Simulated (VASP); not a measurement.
CaF2, 3 atoms in the cell. It takes space group Fm-3m (No. 225, cubic). The conventional cell has a = 5.335 Å, b = 5.335 Å, c = 5.335 Å, α = 90.00°, β = 90.00°, γ = 90.00°. Within 3.1 Å of Ca (site symmetry m-3m) lie 8 F at 2.31 Å. Within 3.1 Å of F (site symmetry -43m) lie 4 Ca at 2.31 Å and 6 F at 2.67 Å. 

- Program: VASP 6.6.1
- Task: phonons
- Functional: LDA
- Potentials or basis: VASP PAW LDA potentials, release 64 (Ca_sv, F)
- Cutoff: 600 eV
- k mesh: 8 × 8 × 8
- Occupations: gaussian, width 0.03 eV
- Spin: no spin polarisation
- Target pressure: -1.5 GPa
- By perturbation theory: no
- Further INCAR settings: ALGO = Normal; EDIFF = 1e-08; IBRION = 6; POTIM = 0.015; NSW = 1

Potentials or basis: VASP PAW LDA potentials, release 64 (Ca_sv, F).

Command:

```console
$ cat potpaw_LDA.64/Ca_sv/POTCAR potpaw_LDA.64/F/POTCAR > POTCAR
$ cp INCAR.step1 INCAR
$ mpirun -np 2 vasp_std > vasp.out
$ cp CONTCAR POSCAR
$ cp INCAR.step2 INCAR
$ mpirun -np 2 vasp_std > vasp.out
```

Hardware: 2 MPI ranks on Intel(R) Xeon(R) Platinum 8259CL CPU @ 2.50GHz (Skylake/Cascade Lake), on a shared host.

Q: How long does it take, and how much memory?

A: It took 2.1 min on 2 MPI ranks on Intel(R) Xeon(R) Platinum 8259CL CPU @ 2.50GHz (Skylake/Cascade Lake), on a shared host, peak memory 0.23 GiB a rank. Counts: k points 29, ion steps 3.
